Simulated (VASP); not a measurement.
A run of VASP 6.6.1 is set up as follows.

INCAR

```
PREC = Accurate
ENCUT = 750
EDIFF = 1E-6
ISMEAR = 0
SIGMA = 0.02
LREAL = F
LASPH = T
NELM = 120
ALGO = Normal
ISIF = 2
LWAVE = F
LCHARG = F
GGA = PE
NBANDS = 12
GGA_COMPAT = F
```

The input KPOINTS:

```
Automatic mesh
0
Gamma
  8 8 8
```

POSCAR

```
LiBr
1.0
    0.0000000000      2.7554039787      2.7554039787
    2.7554039787      0.0000000000      2.7554039787
    2.7554039787      2.7554039787      0.0000000000
Li Br
1 1
Direct
    0.0000000000      0.0000000000      0.0000000000
    0.5000000000      0.5000000000      0.5000000000
```

Potentials or basis: VASP PAW PBE potentials, release 64 (Li_sv, Br).

The run is started by

```bash
$ cat potpaw_PBE.64/Li_sv/POTCAR potpaw_PBE.64/Br/POTCAR > POTCAR
$ mpirun -np 1 vasp_std > vasp.out
```

Problem. Estimate the band gap on the k mesh.

Solution. 4.92 eV, direct.

Problem. What does it give for the pressure?

Solution. 0.0 GPa.

Expect the measured gap to be larger: semilocal functionals such as PBE lack the derivative discontinuity.
